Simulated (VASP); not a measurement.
Here is a VASP 6.6.1 calculation.

File INCAR:

```
ALGO     = Normal         # electronic algorithm
EDIFF    = 1E-6           # SCF threshold, eV
ENCUT    = 520            # plane-wave cutoff, eV
GGA      = PE             # functional
ISIF     = 2              # what is computed and relaxed
ISMEAR   = 0              # smearing method
LASPH    = T              # aspherical terms in the spheres
LCHARG   = F              # write CHGCAR
LREAL    = F              # projectors in reciprocal space
LWAVE    = F              # write WAVECAR
NBANDS   = 18             # bands
NELM     = 100            # most SCF steps
PREC     = Accurate       # precision mode
SIGMA    = 0.1            # smearing width, eV
```

File KPOINTS:

```
k-points
0
Gamma
  10 6 4
```

Contents of POSCAR:

```
Be
1.0
    1.1270395161     -1.9520897041      0.0000000000
   -3.3811185484     -1.9520897040      0.0000000000
    0.0000000000      0.0000000000     -7.1821242152
Be
8
Direct
    0.5000000000      0.5000000000      1.0000000000
    0.0000000000      0.0000000000      1.0000000000
    0.5000000000      0.5000000000      0.5000000000
    0.0000000000      0.0000000000      0.5000000000
    0.5000000000      0.8333333333      0.2500000000
    1.0000000000      0.3333333333      0.2500000000
    0.0000000000      0.6666666667      0.7500000000
    0.5000000000      0.1666666667      0.7500000000
```

Potentials or basis: VASP PAW PBE potentials, release 64 (Be).

Launch:

```console
$ cat potpaw_PBE.64/Be/POTCAR > POTCAR
$ mpirun -np 1 vasp_std > vasp.out
```

(1) Predict the band gap on the k mesh.

(2) Predict the pressure.

(3) Estimate the largest force.

Results:

(1) zero (bands 8 and 9 overlap by 1.42 eV).

(2) 0.2 GPa.

(3) 0.018 eV/Å.
